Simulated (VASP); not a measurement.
# B3As5 (R3m) in VASP: single point with PBE

Aim: the single point of B3As5 with PBE.

All numbers are computed with VASP 6.6.1; they aren't measurements. Logs are shortened: lines on timing, memory, paths and dates and some standing lists are left out, and cuts for length are marked.

### 1 The cell of the first run

Symmetry: R3m, No. 160, trigonal system. Conventional cell: a = 3.504 Å, b = 3.504 Å, c = 36.052 Å, α = 90.00°, β = 90.00°, γ = 120.00°. Within 2.8 Å of B (site symmetry 3m) lie 4 As at 2.09 to 2.14 Å. B (site symmetry 3m) has 4 As at 2.09 to 2.13 Å within 2.8 Å. Within 2.8 Å of B (site symmetry 3m) lie 4 As at 2.09 to 2.13 Å. Within 2.8 Å of As (site symmetry 3m) lie 4 B at 2.09 to 2.13 Å. Within 2.8 Å of As (site symmetry 3m) lie 3 B at 2.14 Å. As (site symmetry 3m) has 1 B at 2.09 Å and 3 As at 2.45 Å within 2.8 Å. As (site symmetry 3m) has 4 B at 2.09 to 2.13 Å within 2.8 Å. Within 3.2 Å of As (site symmetry 3m) lie 6 As at 2.45 to 3.10 Å.

### 2 Single point, PBE

INCAR

```
PREC     = Accurate       # precision mode
ENCUT    = 520            # plane-wave cutoff, eV
EDIFF    = 1E-6           # SCF threshold, eV
ISMEAR   = 0              # smearing method
SIGMA    = 0.2            # smearing width, eV
LREAL    = F              # projectors in reciprocal space
LASPH    = T              # aspherical terms in the spheres
NELM     = 100            # most SCF steps
ALGO     = Normal         # electronic algorithm
ISIF     = 2              # what is computed and relaxed
LWAVE    = F              # write WAVECAR
LCHARG   = F              # write CHGCAR
GGA      = PE             # functional
NBANDS   = 27             # bands
```

KPOINTS

```
Automatic mesh
0
Gamma
  5 5 5
```

POSCAR

```
B3As5
1.0
    1.7519467777      1.0114869437     12.0173186298
   -1.7519467777      1.0114869437     12.0173186298
    0.0000000000     -2.0229738874     12.0173186298
B As
3 5
Direct
    0.6586243789      0.6586243789      0.6586243789
    0.2487957238      0.2487957238      0.2487957238
    0.8390296207      0.8390296207      0.8390296207
    0.6007549236      0.6007549236      0.6007549236
    0.0110088541      0.0110088541      0.0110088541
    0.7809732068      0.7809732068      0.7809732068
    0.1908809866      0.1908809866      0.1908809866
    0.4094323056      0.4094323056      0.4094323056
```

Potentials or basis: VASP PAW PBE potentials, release 64 (B, As).

On the command line:

```bash
cat potpaw_PBE.64/B/POTCAR potpaw_PBE.64/As/POTCAR > POTCAR
mpirun -np 1 vasp_std > vasp.out
```

OUTCAR:

```text
PREC = Accurate
   ENCUT = 520
   EDIFF = 1E-6
   ISMEAR = 0
   LREAL = F
   LASPH = T
   NELM = 100
   ISIF = 2
   GGA = PE

 ion  position               nearest neighbor table
   1  0.659  0.659  0.659-   4 2.09   5 2.14   5 2.14   5 2.14
   2  0.249  0.249  0.249-   7 2.09   4 2.13   4 2.13   4 2.13
   3  0.839  0.839  0.839-   6 2.09   7 2.13   7 2.13   7 2.13
   4  0.601  0.601  0.601-   1 2.09   2 2.13   2 2.13   2 2.13
   5  0.011  0.011  0.011-   1 2.14   1 2.14   1 2.14
   6  0.781  0.781  0.781-   3 2.09   8 2.45   8 2.45   8 2.45
   7  0.191  0.191  0.191-   2 2.09   3 2.13   3 2.13   3 2.13
   8  0.409  0.409  0.409-   6 2.45   6 2.45   6 2.45

  LATTYP: Found a trigonal (rhomboedric) cell.
 ALAT       =    12.1864010438
 COS(alpha) =     0.9586647203

  Lattice vectors:

 A1 = (   1.7519467777,   1.0114869437,  12.0173186298)
 A2 = (  -1.7519467777,   1.0114869437,  12.0173186298)
 A3 = (   0.0000000000,  -2.0229738874,  12.0173186298)

Analysis of symmetry for initial positions (statically):
=====================================================================
 Subroutine PRICEL returns:
 Original cell was already a primitive cell.

 Routine SETGRP: Setting up the symmetry group for a
 trigonal (rhombohedral) supercell.

 Subroutine GETGRP returns: Found  6 space group operations
 (whereof  6 operations were pure point group operations)
 out of a pool of 12 trial point group operations.

The static configuration has the point symmetry C_3v.

Analysis of symmetry for dynamics (positions and initial velocities):
=====================================================================
 Subroutine PRICEL returns:
 Original cell was already a primitive cell.

 Routine SETGRP: Setting up the symmetry group for a
 trigonal (rhombohedral) supercell.

 Subroutine GETGRP returns: Found  6 space group operations
 (whereof  6 operations were pure point group operations)
 out of a pool of 12 trial point group operations.

The dynamic configuration has the point symmetry C_3v.

 Subroutine INISYM returns: Found  6 space group operations
 (whereof  6 operations are pure point group operations),
 and found     1 'primitive' translations

----------------------------------------------------------------------------------------
[... 101 lines left out ...]
   EDIFFG = 0.1E-04   stopping-criterion for IOM
   NSW    =      0    number of steps for IOM
   IBRION =     -1    ionic relax: 0-MD 1-quasi-New 2-CG
   NFREE  =      0    steps in history (QN), initial steepest desc. (CG)
   ISIF   =      2    stress and relaxation
   ISYM   =      2    0-nonsym 1-usesym 2-fastsym
   POTIM  = 0.5000    time-step for ionic-motion
   TEBEG  =    0.0;   TEEND  =   0.0 temperature during run
   PSTRESS=    0.0 pullay stress
   NELECT =      34.0000    total number of electrons
   NUPDOWN=      -1.0000    fix difference up-down
   EMIN   =  10.00;   EMAX   =-10.00  energy-range for DOS
   EFERMI =   0.00;   METHOD = LEGACY
   ISMEAR =     0;   SIGMA  =   0.20  broadening in eV -4-tet -1-fermi 0-gaus
   EFERMI_NEDOS =   21; number of points for ismear=-14 and -15
   IALGO  =     38    algorithm
   IMIX   =      4    mixing-type and parameters
     AMIX     =   0.40;   BMIX     =  1.00
     AMIX_MAG =   1.60;   BMIX_MAG =  1.00
  volume/ion in A,a.u.               =      15.97       107.78
  Fermi-wavevector in a.u.,A,eV,Ry     =   1.052982  1.989848 15.085759  1.108772
  Thomas-Fermi vector in A             =   2.188086
   LORBIT       =      0    0 simple, 1 ext, 2 COOP (PROOUT), +10 PAW based schemes
   GGA     = PE    functional components
   LHFCALC =     F    Hartree Fock is set to
   AEXX    =    0.0000 exact exchange contribution
   IVDW    =     0    specifies the selected vdW correction
   LEPSILON=     F    determine dielectric tensor
   LRPA    =     F    only Hartree local field effects (RPA)
 non-spin polarized calculation
 Gauss-broadening in eV      SIGMA  =   0.20
  energy-cutoff  :      520.00
  volume of cell :      127.77
 maximum number of plane-waves:      3495
 NGX is ok and might be reduce to    96
   NGX = 45   NGY = 45   NGZ = 45

 number of electron      34.0000000 magnetization

 Free energy of the ion-electron system (eV)
  ---------------------------------------------------
  ext. energy  EPLUGINS =         0.00000000
  ---------------------------------------------------
  free energy    TOTEN  =       -42.19378282 eV

  energy without entropy =      -42.18105255  energy(sigma->0) =      -42.18741768

 E-fermi :   6.1591     XC(G=0): -10.2946

 val. band max:        6.1340936907   @ k =   0.2000   0.2000   0.2000
 cond. band min:       6.2230473725   @ k =  -0.2000   0.2000   0.2000
 fundamental gap:      0.0889536819
 Fermi energy:         6.1591020331

 k-point     1 :       0.0000    0.0000    0.0000
  band No.  band energies     occupation
      1      -9.8667      2.00000
      2      -8.8358      2.00000
      3      -8.1018      2.00000
      4      -6.6159      2.00000
      5      -4.1321      2.00000
      6      -0.6233      2.00000
[... 559 lines left out ...]
     26      10.8073      0.00000
     27      11.2033      0.00000

------------------------ aborting loop because EDIFF is reached ----------------------------------------

  FORCE on cell =-STRESS in cart. coord.  units (eV):
  Direction    XX          YY          ZZ          XY          YZ          ZX
  --------------------------------------------------------------------------------------
  -------------------------------------------------------------------------------------
  Total        0.0269483      0.0269483      0.3320342      0.0000000      0.0000000      0.0000000
  in kB        0.3379105      0.3379105      4.1634498      0.0000000      0.0000000      0.0000000
  external PRESSURE =       1.6130903 kB  Pullay stress =       0.0000000 kB

 VOLUME and BASIS-vectors are now :
 -----------------------------------------------------------------------------
  energy-cutoff  :      520.00
  volume of cell :      127.77
      direct lattice vectors                 reciprocal lattice vectors
     1.751946778  1.011486944 12.017318630     0.285396798  0.164773918  0.027737746
    -1.751946778  1.011486944 12.017318630    -0.285396798  0.164773918  0.027737746
     0.000000000 -2.022973887 12.017318630     0.000000000 -0.329547836  0.027737746

 POSITION                                       TOTAL-FORCE (eV/Angst)
 -----------------------------------------------------------------------------------
      0.00000      0.00000     23.74470         0.000000      0.000000      0.002876
      0.00000      0.00000      8.96957         0.000000      0.000000     -0.011911
      0.00000      0.00000     30.24866         0.000000      0.000000      0.005521
      0.00000      0.00000     21.65839         0.000000      0.000000      0.016292
      0.00000      0.00000      0.39689         0.000000     -0.000000      0.030846
      0.00000      0.00000     28.15561         0.000000     -0.000000      0.110789
      0.00000      0.00000      6.88163         0.000000      0.000000      0.000194
      0.00000      0.00000     14.76084         0.000000      0.000000     -0.154607
 -----------------------------------------------------------------------------------
    total drift:                               -0.000000     -0.000000     -0.000186

  FREE ENERGIE OF THE ION-ELECTRON SYSTEM (eV)
  ---------------------------------------------------
  free  energy   TOTEN  =       -42.1937828182 eV

  energy  without entropy=      -42.1810525510  energy(sigma->0) =      -42.18741768
```

OSZICAR:

```text
N       E                     dE             d eps       ncg     rms          rms(c)
DAV:   1     0.106006911538E+03    0.10601E+03   -0.13908E+04  1026   0.108E+03
DAV:   2    -0.350331605852E+02   -0.14104E+03   -0.13335E+03  1296   0.175E+02
DAV:   3    -0.439327322966E+02   -0.88996E+01   -0.87610E+01  1344   0.420E+01
DAV:   4    -0.440532560093E+02   -0.12052E+00   -0.12012E+00  1326   0.492E+00
DAV:   5    -0.440550886023E+02   -0.18326E-02   -0.18307E-02  1330   0.537E-01    0.876E+00
DAV:   6    -0.422724945469E+02    0.17826E+01   -0.41458E+00  1301   0.997E+00    0.433E+00
DAV:   7    -0.422112417712E+02    0.61253E-01   -0.12682E+00  1288   0.457E+00    0.208E+00
DAV:   8    -0.421931079831E+02    0.18134E-01   -0.90967E-02  1331   0.162E+00    0.411E-01
DAV:   9    -0.421931921620E+02   -0.84179E-04   -0.18669E-02  1378   0.705E-01    0.104E-01
DAV:  10    -0.421935570975E+02   -0.36494E-03   -0.16112E-03  1184   0.194E-01    0.715E-02
DAV:  11    -0.421937458129E+02   -0.18872E-03   -0.29110E-04  1244   0.839E-02    0.203E-02
DAV:  12    -0.421937747691E+02   -0.28956E-04   -0.34437E-05  1361   0.305E-02    0.111E-02
DAV:  13    -0.421937811743E+02   -0.64052E-05   -0.78547E-06  1236   0.144E-02    0.375E-03
DAV:  14    -0.421937827047E+02   -0.15303E-05   -0.23594E-06  1085   0.788E-03    0.924E-04
DAV:  15    -0.421937828182E+02   -0.11350E-06   -0.13474E-07   627   0.185E-03
   1 F= -.42193783E+02 E0= -.42187418E+02  d E =-.127303E-01
```

Run time: 30 min. Hardware: 1 thread of Intel Xeon 8259CL, shared host; peak memory 1.6 GiB.

What came out:

```yaml
Free_energy: -42.1938 eV
Pressure: 0.2 GPa
Largest_force: 0.155 eV/Å
Band_gap_on_the_k_mesh: zero (bands 17 and 18 overlap by 0.36 eV)
```

Forces in eV/Å, atoms in the order of the input:
```
B    0.000  0.000  0.003
B    0.000  0.000 -0.012
B    0.000  0.000  0.006
As   0.000  0.000  0.016
As   0.000  0.000  0.031
As   0.000  0.000  0.111
As   0.000  0.000  0.000
As   0.000  0.000 -0.155
```

Caveat: the k points lie up to 0.42 Å⁻¹ apart; semilocal functionals underestimate gaps, and a narrow one can read as zero.

The gap in the log of VASP goes by the Fermi energy; the results here count the filled bands.